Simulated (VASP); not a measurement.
Here is a VASP 6.6.1 calculation.

The input INCAR:

```
PREC = Accurate ; ENCUT = 520
EDIFF = 1E-7 ; ISMEAR = 0
SIGMA = 0.1 ; LREAL = Auto
LASPH = True ; NELM = 100
ALGO = Normal ; ISIF = 2
LWAVE = False ; LCHARG = True
GGA = PS ; LELF = True
LVHAR = True ; NBANDS = 118
```

File KPOINTS:

```
Automatic mesh
0
Gamma
  4 4 4
  0.5 0.5 0.5
```

File POSCAR:

```
Nb16H
1.0
    6.5442909390      0.0000000000      0.0000000000
    0.0000000000      6.5442909390      0.0000000000
    0.0000000000      0.0000000000      6.5442909390
Nb H
16 1
Direct
   -0.0120399598     -0.0120399598     -0.0000004584
    0.4962117409     -0.0000180310     -0.0000003056
   -0.0000180310      0.4962117409     -0.0000003056
   -0.0002276794     -0.0002276794      0.4999994698
    0.2559646287      0.2559646287      0.2645482935
    0.5011505495      0.5011505495     -0.0000003056
    0.5004739292      0.0030432632      0.4999997755
    0.7513489308      0.2475964188      0.2488639358
    0.0030432632      0.5004739292      0.4999997755
    0.2475964188      0.7513489308      0.2488639358
    0.2559644758      0.2559644758      0.7354506462
    0.5058578585      0.5058578585      0.4999999283
    0.7463324974      0.7463324974      0.2503521031
    0.7513487780      0.2475962660      0.7511354623
    0.2475962660      0.7513487780      0.7511354623
    0.7463323446      0.7463323446      0.7496476006
    0.1905931462      0.1905931462     -0.0000003056
```

Potentials or basis: VASP PAW PBE potentials, release 64 (Nb_sv, H).

Command:

```bash
$ cat potpaw_PBE.64/Nb_sv/POTCAR potpaw_PBE.64/H/POTCAR > POTCAR
$ mpirun -np 1 vasp_std > vasp.out
```

**Question.** Predict the band gap on the k mesh.

**Answer.** Zero (an odd number of electrons rules out a gap without spin polarisation).

**Question.** What does it give for the largest force?

**Answer.** 0.011 eV/Å.

**Question.** Predict the pressure.

**Answer.** 2.2 GPa.

Stress tensor (GPa, compression positive):
```
1.59 0.38 0.00
0.38 1.59 0.00
0.00 0.00 3.28
```

Caveat: the PAW data sets were made with another functional, which shifts forces and pressure a little.
